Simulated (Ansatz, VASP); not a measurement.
## P in VASP and in Ansatz

```xyz
1
Lattice="-1.1960 1.1960 2.7202 1.1960 -1.1960 2.7202 1.1960 1.1960 -2.7202" Properties=species:S:1:pos:R:3 pbc="T T T"
P     0.0000    0.0000    0.0000
```

Alike in both runs: functional PBE; k mesh 8 × 8 × 8; occupations gaussian, width 0.1 eV; no spin polarisation.

Ansatz relaxed the structure, and its values are those at the end. VASP's run is a single point on that final structure, the one shown.

|  | VASP | Ansatz |
| --- | --- | --- |
| version | VASP 6.6.1 | Ansatz 0.2.0 |
| potentials or method | VASP PAW PBE potentials, release 64 (P), cutoff 520 eV | scalar-relativistic, plane waves, PAW |
| valence electrons in the cell | 5 | 5 |

```csv
,VASP,Ansatz,Ansatz less VASP
gap on the k mesh at the Fermi level (eV),none,none,-
pressure (GPa),-0.3,-0.1,+0.20
```

A gap of «none» marks a metal or a gap that the smearing closes. With one functional, cell and mesh, what is left measures potentials, basis and numerics.

The k mesh is coarse, so the values compare programs but aren't converged.
